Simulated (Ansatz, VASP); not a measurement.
# Two plane-wave programs on CaH

Contents of INCAR:

```
SYSTEM = CaH
ALGO = Normal
EDIFF = 1E-6
EDIFFG = -0.01
ENCUT = 600
GGA = PE
IBRION = 2
ISIF = 3
ISMEAR = 0
LASPH = .TRUE.
LCHARG = .FALSE.
LREAL = .FALSE.
LWAVE = .FALSE.
NELM = 100
NSW = 100
PREC = Accurate
SIGMA = 0.1
```

KPOINTS

```
k-points
0
G
  6 6 12
  0 0 0
```

Contents of POSCAR:

```
CaH
1.0
    6.5160901228      0.0000000000      0.0000000000
   -3.2580450614      5.6430995797      0.0000000000
    0.0000000000      0.0000000000      3.4326356329
Ca H
3 3
Direct
    0.5000000000      0.0000000000      0.0000000000
    0.5000000000      0.5000000000      0.0000000000
    0.0000000000      0.5000000000      0.0000000000
    0.0000000000      0.0000000000      0.0000000000
    0.3333333333      0.6666666667      0.5000000000
    0.6666666667      0.3333333333      0.5000000000
```

Input for Ansatz:

```yaml
crystal:
  lattice:
    - [6.5160901228, 0.0, 0.0]
    - [-3.2580450614, 5.6430995797, 0.0]
    - [0.0, 0.0, 3.4326356329]
  atoms:
    - { symbol: Ca, position: [0.5, 0.0, 0.0] }
    - { symbol: Ca, position: [0.5, 0.5, 0.0] }
    - { symbol: Ca, position: [0.0, 0.5, 0.0] }
    - { symbol: H, position: [0.0, 0.0, 0.0] }
    - { symbol: H, position: [0.3333333333, 0.6666666667, 0.5] }
    - { symbol: H, position: [0.6666666667, 0.3333333333, 0.5] }
basis:
  ecutwfc: 420
kpoints:
  mp_grid: { grid: [6, 6, 12] }
hamiltonian:
  xc: pbe
scf:
  occupations: { method: gaussian, width: 0.1 }
output:
  forces: true
  stress: true
  eigenvalues: true
relax:
  adjacent_minimum: "off"
  f_tol: 0.01
  max_steps: 80
  cell: { stress_tol: 0.05 }
```

Alike in both runs: task relaxation of cell and atoms; functional PBE; k mesh 6 × 6 × 12; occupations gaussian, width 0.1 eV; no spin polarisation.

|  | VASP | Ansatz |
| --- | --- | --- |
| version | VASP 6.6.1 | Ansatz 0.2.0 |
| potentials or method | VASP PAW PBE potentials, release 64 (Ca_sv, H), cutoff 600 eV | scalar-relativistic, plane waves, PAW |
| valence electrons in the cell | 33 | 33 |

VASP gave:

```
gap on the k mesh at the Fermi level, each at its own relaxed structure (eV) : none
relaxed volume (Å³/atom)                                                     : 21.05
relaxed length of the cell vector where the two differ most in proportion (Å)              : 3.413
```

Question: Estimate Ansatz's values.

Answer: gap on the k mesh at the Fermi level, each at its own relaxed structure (eV): none; relaxed volume (Å³/atom): 21.01; relaxed length of the cell vector where the two differ most in proportion (Å): 3.410.

A gap of «none» marks a metal or a gap that the smearing closes.
